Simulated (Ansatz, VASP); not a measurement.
# Ag: VASP beside Ansatz

```
CELL_PARAMETERS angstrom
0.00000 2.10439 2.04310
2.10439 0.00000 2.04310
2.10439 2.10439 0.00000
ATOMIC_POSITIONS crystal
Ag 0.00000 0.00000 0.00000
```

Change from the starting cell: strain +0.030 along x and y, +0.000 along z, atoms carried along.

Alike in both runs: task single point; functional PBE; k mesh 20 × 20 × 20; occupations gaussian, width 0.15 eV; no spin polarisation.

|  | VASP | Ansatz |
| --- | --- | --- |
| version | VASP 6.6.1 | Ansatz 0.2.0 |
| potentials or method | VASP PAW PBE potentials, release 64 (Ag), cutoff 520 eV | scalar-relativistic, plane waves, PAW |
| valence electrons in the cell | 11 | 19 |

Ansatz gave:

```
gap on the k mesh at the Fermi level (eV)                     : none
pressure (GPa)                                                : -1.2
traceless stress, the component that is largest in VASP (GPa) : 0.59
```

Q: What did VASP give for the same quantities?

A: gap on the k mesh at the Fermi level (eV): none; pressure (GPa): -1.3; traceless stress, the component that is largest in VASP (GPa): 0.59.

A gap of «none» marks a metal or a gap that the smearing closes. VASP's potentials hold 11 valence electrons a cell and Ansatz's 19, so a difference there can come from the potentials and not from the codes.
